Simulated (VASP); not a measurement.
A run of VASP 6.6.1 is set up as follows.

INCAR

```
SYSTEM = HgTe
ALGO = Normal ; EDIFF = 1E-6
ENCUT = 520 ; GGA = PE
ISIF = 2 ; ISMEAR = -1
LASPH = .True. ; LCHARG = .True.
LELF = .True. ; LREAL = .False.
LVHAR = .True. ; LWAVE = .False.
NBANDS = 16 ; NELM = 80
PREC = Accurate ; SIGMA = 0.05
```

Contents of KPOINTS:

```
k-points
0
Gamma
  7 7 7
  0 0 0
```

Contents of POSCAR:

```
HgTe
1.0
    0.0000000000      3.1370217585      3.1370217585
    3.1370217585      0.0000000000      3.1370217585
    3.1370217585      3.1370217585      0.0000000000
Hg Te
1 1
Direct
    0.0000000000      0.0000000000      0.0000000000
    0.5000000000      0.5000000000      0.5000000000
```

Potentials or basis: VASP PAW PBE potentials, release 64 (Hg, Te).

Command:

```bash
$ cat potpaw_PBE.64/Hg/POTCAR potpaw_PBE.64/Te/POTCAR > POTCAR
$ mpirun -np 1 vasp_std > vasp.out
```

Problem. Estimate the band gap on the k mesh.

Solution. Zero (band 9 reaches 3.69 eV, above the bottom of band 10 at 1.61 eV).

Problem. What does it give for the pressure?

Solution. -2.5 GPa.

Caveat: spin-orbit coupling is left out, which moves the levels of the heavy elements.
